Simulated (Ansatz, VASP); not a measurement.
**C: VASP beside Ansatz**

The input INCAR:

```
  PREC = Accurate
  ENCUT = 520
  EDIFF = 1E-7
  ISMEAR = 0
  SIGMA = 0.05
  LREAL = False
  LASPH = True
  NELM = 60
  ALGO = Normal
  ISIF = 2
  LWAVE = False
  LCHARG = True
  GGA = CA
  LELF = True
  LVHAR = True
  NBANDS = 11
```

KPOINTS

```
Automatic mesh
0
Gamma
  12 12 12
```

Contents of POSCAR:

```
C
1.0
    1.2280263465      0.7090013417      3.3470108394
   -1.2280263465      0.7090013417      3.3470108394
    0.0000000000     -1.4180026834      3.3470108394
C
2
Direct
    0.2703601119      0.0976178618      0.0343898099
    0.8360000000      0.8360000000      0.8360000000
```

Input for Ansatz:

```yaml
crystal:
  lattice:
    - [1.2280263465, 0.7090013417, 3.3470108394]
    - [-1.2280263465, 0.7090013417, 3.3470108394]
    - [0.0, -1.4180026834, 3.3470108394]
  atoms:
    - { symbol: C, position: [0.2703601119, 0.0976178618, 0.0343898099] }
    - { symbol: C, position: [0.836, 0.836, 0.836] }
basis:
  ecutwfc: 420
kpoints:
  mp_grid: { grid: [12, 12, 12] }
hamiltonian:
  xc: lda
scf:
  occupations: { method: gaussian, width: 0.05 }
output:
  forces: true
  stress: true
  eigenvalues: true
```

Alike in both runs: task single point; functional LDA; k mesh 12 × 12 × 12; occupations gaussian, width 0.05 eV; no spin polarisation.

```csv
,VASP,Ansatz
version,VASP 6.6.1,Ansatz 0.2.0
potentials or method,"VASP PAW LDA potentials, release 64 (C), cutoff 520 eV","scalar-relativistic, plane waves, PAW"
valence electrons in the cell,8,8
```

|  | VASP | Ansatz | Ansatz less VASP |
| --- | --- | --- | --- |
| gap on the k mesh at the Fermi level (eV) | none | none | - |
| rms of the force components (eV/Å) | 9.840 | 9.784 | -0.0560 |

LDA's correlation is that of Perdew and Zunger in VASP and of Perdew and Wang (1992) in Ansatz. Atom by atom the forces differ by 0.066 eV/Å (rms over components). A gap of «none» marks a metal or a gap that the smearing closes.
